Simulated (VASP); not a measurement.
# Te (Pm-3m) in VASP: notebook

The runs below take Te through single point, with BLYP.

Everything below comes from runs of VASP 6.6.1. Logs are shortened: lines on timing, memory, paths and dates and some standing lists are left out, and cuts for length are marked.

**1. The cell of the first run**

Symmetry: Pm-3m, No. 221, cubic system. The conventional cell has a = 3.338 Å, b = 3.338 Å, c = 3.338 Å, α = 90.00°, β = 90.00°, γ = 90.00°. Within 4.4 Å of Te (site symmetry m-3m) lie 6 Te at 3.34 Å.

This isn't the form of Te at room conditions, which is trigonal, of chains.

**2. Single point, BLYP (37.19 Å³/atom)**

File INCAR:

```
  AGGAC = 1.0
  AGGAX = 1.0
  ALDAC = 0.0
  ALDAX = 1.0
  ALGO = Normal
  EDIFF = 1E-7
  ENCUT = 520
  GGA = B5
  ISIF = 2
  ISMEAR = -1
  LASPH = True
  LCHARG = True
  LELF = True
  LREAL = False
  LVHAR = True
  LWAVE = False
  NBANDS = 9
  NELM = 100
  PREC = Accurate
  SIGMA = 0.1
```

File KPOINTS:

```
k-points
0
Gamma
  11 11 11
```

File POSCAR:

```
Te
1.0
    3.3378920477      0.0000000000      0.0000000000
    0.0000000000      3.3378920477      0.0000000000
    0.0000000000      0.0000000000      3.3378920477
Te
1
Direct
    0.0000000000      0.0000000000      0.0000000000
```

Potentials or basis: VASP PAW PBE potentials, release 64 (Te).

Run with:

```
cat potpaw_PBE.64/Te/POTCAR > POTCAR
mpirun -np 1 vasp_std > vasp.out
```

OUTCAR:

```text
EDIFF = 1E-7
   ENCUT = 520
   GGA = B5
   ISIF = 2
   ISMEAR = -1
   LASPH = True
   LREAL = False
   NELM = 100
   PREC = Accurate

 ion  position               nearest neighbor table
   1  0.000  0.000  0.000-

  LATTYP: Found a simple cubic cell.
 ALAT       =     3.3378920477

  Lattice vectors:

 A1 = (   3.3378920477,   0.0000000000,   0.0000000000)
 A2 = (   0.0000000000,   3.3378920477,   0.0000000000)
 A3 = (   0.0000000000,   0.0000000000,   3.3378920477)

Analysis of symmetry for initial positions (statically):
=====================================================================
 Subroutine PRICEL returns:
 Original cell was already a primitive cell.

 Routine SETGRP: Setting up the symmetry group for a
 simple cubic supercell.

 Subroutine GETGRP returns: Found 48 space group operations
 (whereof 48 operations were pure point group operations)
 out of a pool of 48 trial point group operations.

The static configuration has the point symmetry O_h .

Analysis of symmetry for dynamics (positions and initial velocities):
=====================================================================
 Subroutine PRICEL returns:
 Original cell was already a primitive cell.

 Routine SETGRP: Setting up the symmetry group for a
 simple cubic supercell.

 Subroutine GETGRP returns: Found 48 space group operations
 (whereof 48 operations were pure point group operations)
 out of a pool of 48 trial point group operations.

The dynamic configuration has the point symmetry O_h .

 Subroutine INISYM returns: Found 48 space group operations
 (whereof 48 operations are pure point group operations),
 and found     1 'primitive' translations

----------------------------------------------------------------------------------------

                                     Primitive cell

  volume of cell :      37.1892

  direct lattice vectors                    reciprocal lattice vectors
     3.337892048  0.000000000  0.000000000     0.299590276  0.000000000  0.000000000
     0.000000000  3.337892048  0.000000000     0.000000000  0.299590276  0.000000000
     0.000000000  0.000000000  3.337892048     0.000000000  0.000000000  0.299590276

  length of vectors
     3.337892048  3.337892048  3.337892048     0.299590276  0.299590276  0.299590276

  position of ions in fractional coordinates (direct lattice)
     0.000000000  0.000000000  0.000000000

  ion indices of the primitive-cell ions
   primitive index   ion index
                 1           1

----------------------------------------------------------------------------------------

 KPOINTS: k-points

Automatic generation of k-mesh.
 Grid dimensions read from file:
 generate k-points for:   11   11   11

 Generating k-lattice:

  Cartesian coordinates                     Fractional coordinates (reciprocal lattice)
     0.027235480  0.000000000  0.000000000     0.090909091  0.000000000  0.000000000
     0.000000000  0.027235480  0.000000000     0.000000000  0.090909091  0.000000000
     0.000000000  0.000000000  0.027235480     0.000000000  0.000000000  0.090909091

  Length of vectors
     0.027235480  0.027235480  0.027235480

  Shift w.r.t. Gamma in fractional coordinates (k-lattice)
     0.000000000  0.000000000  0.000000000

 Subroutine IBZKPT returns following result:
 ===========================================

 Found     56 irreducible k-points:

 Following reciprocal coordinates:
            Coordinates               Weight
  0.000000  0.000000  0.000000      1.000000
  0.090909  0.000000  0.000000      6.000000
  0.181818  0.000000  0.000000      6.000000
  0.272727  0.000000  0.000000      6.000000
  0.363636  0.000000  0.000000      6.000000
  0.454545  0.000000  0.000000      6.000000
[... 16 lines left out ...]
  0.181818  0.090909  0.090909     24.000000
  0.272727  0.090909  0.090909     24.000000
 [... further k-points ...]
   k-points           NKPTS =     56   k-points in BZ     NKDIM =     56   number of bands    NBANDS=      9
   number of dos      NEDOS =    301   number of ions     NIONS =      1
   total plane-waves  NPLWV =  21952
   dimension x,y,z NGX =    28 NGY =   28 NGZ =   28
   dimension x,y,z NGXF=    56 NGYF=   56 NGZF=   56
   ions per type =               1
   NGX,Y,Z   is equivalent  to a cutoff of  13.95, 13.95, 13.95 a.u.
   NGXF,Y,Z  is equivalent  to a cutoff of  27.89, 27.89, 27.89 a.u.
 SYSTEM =  unknown system
   PREC   = accura    normal or accurate (medium, high low for compatibility)
   ISTART =      0    job   : 0-new  1-cont  2-samecut
   ICHARG =      2    charge: 1-file 2-atom 10-const
   ISPIN  =      1    spin polarized calculation?
   LNONCOLLINEAR =      F non collinear calculations
   LSORBIT =      F    spin-orbit coupling
   LASPH  =      T    aspherical Exc in radial PAW
   ENCUT  =  520.0 eV  38.22 Ry    6.18 a.u.   6.21  6.21  6.21*2*pi/ulx,y,z
   NELM   =    100;   NELMIN=  2; NELMDL= -5     # of ELM steps
   EDIFF  = 0.1E-06   stopping-criterion for ELM
   LREAL  =      F    real-space projection
   EDIFFG = 0.1E-05   stopping-criterion for IOM
   NSW    =      0    number of steps for IOM
   IBRION =     -1    ionic relax: 0-MD 1-quasi-New 2-CG
   NFREE  =      0    steps in history (QN), initial steepest desc. (CG)
   ISIF   =      2    stress and relaxation
   ISYM   =      2    0-nonsym 1-usesym 2-fastsym
   POTIM  = 0.5000    time-step for ionic-motion
   TEBEG  =    0.0;   TEEND  =   0.0 temperature during run
   PSTRESS=    0.0 pullay stress
   NELECT =       6.0000    total number of electrons
   NUPDOWN=      -1.0000    fix difference up-down
   EMIN   =  10.00;   EMAX   =-10.00  energy-range for DOS
   EFERMI =   0.00;   METHOD = LEGACY
   ISMEAR =    -1;   SIGMA  =   0.10  broadening in eV -4-tet -1-fermi 0-gaus
   EFERMI_NEDOS =   21; number of points for ismear=-14 and -15
   IALGO  =     38    algorithm
   IMIX   =      4    mixing-type and parameters
     AMIX     =   0.40;   BMIX     =  1.00
     AMIX_MAG =   1.60;   BMIX_MAG =  1.00
  volume/ion in A,a.u.               =      37.19       250.97
  Fermi-wavevector in a.u.,A,eV,Ry     =   0.891223  1.684167 10.806810  0.794278
  Thomas-Fermi vector in A             =   2.013015
   LORBIT       =      0    0 simple, 1 ext, 2 COOP (PROOUT), +10 PAW based schemes
   GGA     = B5    functional components
   LHFCALC =     F    Hartree Fock is set to
   AEXX    =    0.0000 exact exchange contribution
   IVDW    =     0    specifies the selected vdW correction
   LEPSILON=     F    determine dielectric tensor
   LRPA    =     F    only Hartree local field effects (RPA)
 non-spin polarized calculation
  energy-cutoff  :      520.00
  volume of cell :       37.19
 maximum number of plane-waves:      1021
 NGX is ok and might be reduce to    28
   NGX = 13   NGY = 13   NGZ = 13

 number of electron       6.0000000 magnetization

 Free energy of the ion-electron system (eV)
  ---------------------------------------------------
  ext. energy  EPLUGINS =         0.00000000
  ---------------------------------------------------
  free energy    TOTEN  =        -2.48325693 eV

  energy without entropy =       -2.46061272  energy(sigma->0) =       -2.47193483

 E-fermi :   5.2579     XC(G=0):  -8.1206

 val. band max:        5.1651138683   @ k =   0.3636   0.1818   0.1818
 cond. band min:       5.2754941967   @ k =   0.4545   0.1818   0.1818
 fundamental gap:      0.1103803284
 Fermi energy:         5.2579156226

 k-point     1 :       0.0000    0.0000    0.0000
  band No.  band energies     occupation
      1      -7.4285      2.00000
      2       6.2753      0.00008
      3       6.2753      0.00008
      4       6.2753      0.00008
      5      11.6234      0.00000
      6      11.6492      0.00000
      7      11.6492      0.00000
      8      21.8326      0.00000
      9      21.8326      0.00000

 k-point     2 :       0.0909    0.0000    0.0000
  band No.  band energies     occupation
      1      -7.3491      2.00000
      2       5.4497      0.25624
      3       6.3445      0.00004
      4       6.3445      0.00004
      5      11.7289      0.00000
      6      11.7298      0.00000
      7      12.6589      0.00000
      8      20.4601      0.00000
      9      20.4601      0.00000

 k-point     3 :       0.1818    0.0000    0.0000
  band No.  band energies     occupation
      1      -7.1210      2.00000
      2       3.8822      2.00000
      3       6.5392      0.00001
      4       6.5392      0.00001
      5      11.9658      0.00000
      6      12.0198      0.00000
      7      14.7630      0.00000
      8      18.8446      0.00000
      9      18.8446      0.00000

 k-point     4 :       0.2727    0.0000    0.0000
  band No.  band energies     occupation
      1      -6.7802      2.00000
      2       2.3460      2.00000
      3       6.8175      0.00000
      4       6.8175      0.00000
      5      12.3332      0.00000
      6      12.5035      0.00000
      7      16.7167      0.00000
      8      17.4646      0.00000
      9      17.4646      0.00000

 k-point     5 :       0.3636    0.0000    0.0000
  band No.  band energies     occupation
      1      -6.4068      2.00000
      2       1.1255      2.00000
      3       7.1032      0.00000
      4       7.1032      0.00000
      5      12.7681      0.00000
      6      13.1713      0.00000
      7      16.4270      0.00000
      8      16.4328      0.00000
      9      16.4328      0.00000

 k-point     6 :       0.4545    0.0000    0.0000
  band No.  band energies     occupation
      1      -6.1440      2.00000
      2       0.4282      2.00000
      3       7.2905      0.00000
      4       7.2905      0.00000
      5      13.1097      0.00000
      6      13.9508      0.00000
      7      15.3866      0.00000
      8      15.8695      0.00000
      9      15.8695      0.00000
[... 169 lines left out ...]
 k-point    21 :       0.4545    0.4545    0.0000
  band No.  band energies     occupation
      1      -4.8538      2.00000
      2       1.6551      2.00000
      3       1.6590      2.00000
      4       8.2504      0.00000
      5       8.5283      0.00000
      6      15.3322      0.00000
      7      17.3132      0.00000
      8      17.3718      0.00000
      9      17.8565      0.00000

 k-point    22 :       0.0909    0.0909    0.0909
  band No.  band energies     occupation
      1      -7.1903      2.00000
      2       5.5942      0.06697
      3       5.5955      0.06612
      4       5.5955      0.06612
      5      12.7927      0.00000
      6      12.8273      0.00000
      7      12.8273      0.00000
      8      19.1792      0.00000
      9      19.2886      0.00000

 k-point    23 :       0.1818    0.0909    0.0909
  band No.  band energies     occupation
      1      -6.9622      2.00000
      2       4.0342      1.99999
      3       5.7963      0.00913
      4       5.8050      0.00838
      5      13.0279      0.00000
      6      13.0487      0.00000
      7      14.8135      0.00000
      8      17.6098      0.00000
      9      17.7811      0.00000

 k-point    24 :       0.2727    0.0909    0.0909
  band No.  band energies     occupation
      1      -6.6214      2.00000
      2       2.5009      2.00000
      3       6.0860      0.00051
      4       6.1115      0.00039
      5      13.3351      0.00000
      6      13.3870      0.00000
      7      15.6693      0.00000
      8      16.1766      0.00000
      9      18.0462      0.00000

 [... further k-points ...]
[... 5 lines left out ...]
  --------------------------------------------------------------------------------------
  -------------------------------------------------------------------------------------
  Total       -0.3090560     -0.3090560     -0.3090560     -0.0000000     -0.0000000      0.0000000
  in kB      -13.3146835    -13.3146835    -13.3146835     -0.0000000     -0.0000000      0.0000000
  external PRESSURE =     -13.3146835 kB  Pullay stress =       0.0000000 kB

 VOLUME and BASIS-vectors are now :
 -----------------------------------------------------------------------------
  energy-cutoff  :      520.00
  volume of cell :       37.19
      direct lattice vectors                 reciprocal lattice vectors
     3.337892048  0.000000000  0.000000000     0.299590276  0.000000000  0.000000000
     0.000000000  3.337892048  0.000000000     0.000000000  0.299590276  0.000000000
     0.000000000  0.000000000  3.337892048     0.000000000  0.000000000  0.299590276

 POSITION                                       TOTAL-FORCE (eV/Angst)
 -----------------------------------------------------------------------------------
      0.00000      0.00000      0.00000         0.000000      0.000000      0.000000
 -----------------------------------------------------------------------------------
    total drift:                               -0.000000      0.000000     -0.000000

  FREE ENERGIE OF THE ION-ELECTRON SYSTEM (eV)
  ---------------------------------------------------
  free  energy   TOTEN  =        -2.4832569314 eV

  energy  without entropy=       -2.4606127214  energy(sigma->0) =       -2.47193483
```

Wall time 20 s (1 thread of AMD EPYC 7R43 (Zen 3), shared host); peak memory 0.12 GiB.

What came out:

* Free energy: -2.4833 eV
* Pressure: -1.3 GPa
* Band gap on the k mesh: zero (bands 3 and 4 overlap by 4.50 eV)

Caveat: the PAW data sets were made with another functional, which shifts forces and pressure a little; spin-orbit coupling is left out, which moves the levels of the heavy elements.

**3. Single point, BLYP (38.62 Å³/atom)**

This run uses another cell than the first one, of 38.62 Å³/atom.

File INCAR:

```
PREC     = Accurate       # precision mode
ENCUT    = 520            # plane-wave cutoff, eV
EDIFF    = 1E-7           # SCF threshold, eV
ISMEAR   = -1             # smearing method
SIGMA    = 0.1            # smearing width, eV
LREAL    = F              # projectors in reciprocal space
LASPH    = T              # aspherical terms in the spheres
NELM     = 100            # most SCF steps
ALGO     = Normal         # electronic algorithm
ISIF     = 2              # what is computed and relaxed
LWAVE    = F              # write WAVECAR
LCHARG   = T              # write CHGCAR
GGA      = B5             # functional
ALDAX    = 1.0          
AGGAX    = 1.0          
AGGAC    = 1.0          
ALDAC    = 0.0          
LELF     = T              # ELF
LVHAR    = T            
NBANDS   = 9              # bands
```

File KPOINTS:

```
regular mesh
0
Gamma
  11 11 11
```

File POSCAR:

```
Te
1.0
    3.3801483316      0.0000000000      0.0000000000
    0.0000000000      3.3801483316      0.0000000000
    0.0000000000      0.0000000000      3.3801483316
Te
1
Direct
    0.0000000000      0.0000000000      0.0000000000
```

Potentials or basis: VASP PAW PBE potentials, release 64 (Te).

Run with:

```
cat potpaw_PBE.64/Te/POTCAR > POTCAR
mpirun -np 1 vasp_std > vasp.out
```

Wall time 20 s (1 thread of AMD EPYC 7R43 (Zen 3), shared host); peak memory 0.13 GiB.

It converged, with:

```
Free energy            : -2.4664 eV
Pressure               : -2.4 GPa
Band gap on the k mesh : zero (bands 3 and 4 overlap by 4.27 eV)
```

Levels at points of the mesh, in eV from the Fermi level:
| k point | band 1 | band 2 | band 3 | band 4 | band 5 | band 6 | band 7 |
| --- | --- | --- | --- | --- | --- | --- | --- |
| (0.00, 0.00, 0.00) | -12.45 | 0.98 | 0.98 | 0.98 | 6.23 | 6.44 | 6.44 |

Caveat: the PAW data sets were made with another functional, which shifts forces and pressure a little; spin-orbit coupling is left out, which moves the levels of the heavy elements.

**4. Single point, BLYP (40.05 Å³/atom)**

This run uses another cell than the first one, of 40.05 Å³/atom.

File INCAR:

```
SYSTEM = Te
AGGAC = 1.0
AGGAX = 1.0
ALDAC = 0.0
ALDAX = 1.0
ALGO = Normal
EDIFF = 1E-7
ENCUT = 520
GGA = B5
ISIF = 2
ISMEAR = -1
LASPH = .True.
LCHARG = .True.
LELF = .True.
LREAL = .False.
LVHAR = .True.
LWAVE = .False.
NBANDS = 9
NELM = 60
PREC = Accurate
SIGMA = 0.1
```

File KPOINTS:

```
k-points
0
Gamma
  11 11 11
  0 0 0
```

File POSCAR:

```
Te
1.0
    3.4213737157      0.0000000000      0.0000000000
    0.0000000000      3.4213737157      0.0000000000
    0.0000000000      0.0000000000      3.4213737157
Te
1
Direct
    0.0000000000      0.0000000000      0.0000000000
```

Run with:

```
cat potpaw_PBE.64/Te/POTCAR > POTCAR
mpirun -np 1 vasp_std > vasp.out
```

It took 23 s on 1 thread of AMD EPYC 7R43 (Zen 3), shared host; peak memory 0.13 GiB.

It converged, with:

```yaml
Free_energy: -2.4408 eV
Pressure: -3.3 GPa
Band_gap_on_the_k_mesh: zero (bands 3 and 4 overlap by 4.06 eV)
```

Levels at points of the mesh, in eV from the Fermi level:
```tsv
k point	band 1	band 2	band 3	band 4	band 5	band 6	band 7
(0.00, 0.00, 0.00)	-12.24	0.94	0.94	0.94	6.11	6.48	6.48
```

Caveat: the cell stands under tension; the PAW data sets were made with another functional, which shifts forces and pressure a little; spin-orbit coupling is left out, which moves the levels of the heavy elements.

**5. Overview**

```tsv
cell	gap on the mesh (eV)	pressure (GPa)
a = 3.338 Å, 1 atom	none	-1.3
a = 3.380 Å, 1 atom	none	-2.4
a = 3.421 Å, 1 atom	none	-3.3
```

Alike in all rows: task single point; level BLYP; potentials or basis VASP PAW PBE potentials, release 64 (Te); no spin polarisation; k mesh 11 × 11 × 11; cutoff (eV) 520; smearing fermi-dirac 0.1 eV.

Caveats: the PAW data sets were made with another functional, which shifts forces and pressure a little; spin-orbit coupling is left out, which moves the levels of the heavy elements; the cell stands under tension (at least some runs).

Absolute energies hang on the potentials; compare differences alone.
